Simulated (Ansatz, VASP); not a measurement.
Mo in VASP and in Ansatz

Contents of INCAR:

```
  PREC = Accurate
  ENCUT = 520
  EDIFF = 1E-6
  ISMEAR = -1
  SIGMA = 0.05
  LREAL = F
  LASPH = T
  NELM = 100
  ALGO = Normal
  ISIF = 2
  LWAVE = F
  LCHARG = T
  GGA = PE
  LELF = T
  LVHAR = T
  NBANDS = 21
```

File KPOINTS:

```
Automatic mesh
0
Gamma
  18 18 18
```

The input POSCAR:

```
Mo
1.0
   -2.2200437055      2.2200437055      1.1648727773
    2.2200437055     -2.2200437055      1.1648727773
    2.2200437055      2.2200437055     -1.1648727773
Mo
2
Direct
   -0.3750000000     -0.1250000000     -0.2500000000
    0.3750000000      0.1250000000      0.2500000000
```

Input for Ansatz:

```yaml
crystal:
  lattice:
    - [-2.2200437055, 2.2200437055, 1.1648727773]
    - [2.2200437055, -2.2200437055, 1.1648727773]
    - [2.2200437055, 2.2200437055, -1.1648727773]
  atoms:
    - { symbol: Mo, position: [-0.375, -0.125, -0.25] }
    - { symbol: Mo, position: [0.375, 0.125, 0.25] }
kpoints:
  mp_grid: { grid: [18, 18, 18] }
scf:
  occupations: { method: fermi_dirac, width: 0.05 }
hamiltonian:
  xc: pbe
  pseudopotentials: { kind: all_electron, lapw: { basis_error: 0.001 } }
output:
  forces: true
  stress: true
  eigenvalues: true
  populations: true
```

Change from the starting cell: volume scaled by 0.68, LAPW.

Alike in both runs: task single point; functional PBE; k mesh 18 × 18 × 18; occupations fermi-dirac, width 0.05 eV; no spin polarisation.

|  | VASP | Ansatz |
| --- | --- | --- |
| version | VASP 6.6.1 | Ansatz 0.2.0 |
| potentials or method | VASP PAW PBE potentials, release 64 (Mo_sv), cutoff 520 eV | all-electron LAPW, scalar-relativistic |

|  | VASP | Ansatz | Ansatz less VASP |
| --- | --- | --- | --- |
| pressure (GPa) | 176.5 | 172.8 | -3.70 |
| traceless stress, the component that is largest in VASP (GPa) | 0.11 | 0.06 | -0.047 |

Both programs put the cell under a high pressure, so it lies far from rest at this level. Ansatz ran all-electron here, and VASP with PAW potentials.

Noted on VASP's run: the cell as given lies far from equilibrium.
